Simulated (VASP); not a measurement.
Set up this calculation in VASP 6.6.1, as the native input.

```
Task                   : single point
Functional             : PBE
Potentials or basis    : VASP PAW PBE potentials, release 64 (Cu_sv_GW, O)
Cutoff                 : 820 eV
k mesh                 : 8 × 8 × 5
Occupations            : fermi-dirac, width 0.05 eV
Spin                   : no spin polarisation
Dipole correction      : no
Further INCAR settings : ALGO = Normal; EDIFF = 1e-06; NBANDS = 33
```

The structure of CuO lies in POSCAR:

```
CuO
1.0
    1.9710583200     -2.1320145000      0.0000000000
    1.9710583200      2.1320145000      0.0000000000
    0.0000000000      0.0000000000      5.1559280000
Cu O
2 2
Direct
    0.5000000000      0.0000000000      0.0000000000
    0.0000000000      0.5000000000      0.5000000000
    0.5000000000      0.5000000000      0.2500000000
    0.5000000000      0.5000000000      0.7500000000
```

The input as run:

INCAR

```
PREC = Accurate
ENCUT = 820
EDIFF = 1E-6
ISMEAR = -1
SIGMA = 0.05
LREAL = False
LASPH = True
NELM = 120
ALGO = Normal
ISIF = 2
LWAVE = False
LCHARG = False
GGA = PE
NBANDS = 33
GGA_COMPAT = False
```

KPOINTS

```
Automatic mesh
0
Gamma
  8 8 5
```

Potentials or basis: VASP PAW PBE potentials, release 64 (Cu_sv_GW, O).

Command:

```console
$ cat potpaw_PBE.64/Cu_sv_GW/POTCAR potpaw_PBE.64/O/POTCAR > POTCAR
$ mpirun -np 1 vasp_std > vasp.out
```

It gave:

```yaml
Pressure: 3.6 GPa
Band_gap_on_the_k_mesh: zero (bands 25 and 26 overlap by 0.85 eV)
```

Caveat: the cell stands under pressure; semilocal functionals often make such compounds metallic where correlation or magnetic order opens a gap, which also shifts bond lengths.

Wall time 83 s on 1 thread of Intel(R) Xeon(R) 6975P-C (Granite Rapids), with other jobs on the host, peak memory 0.31 GiB.
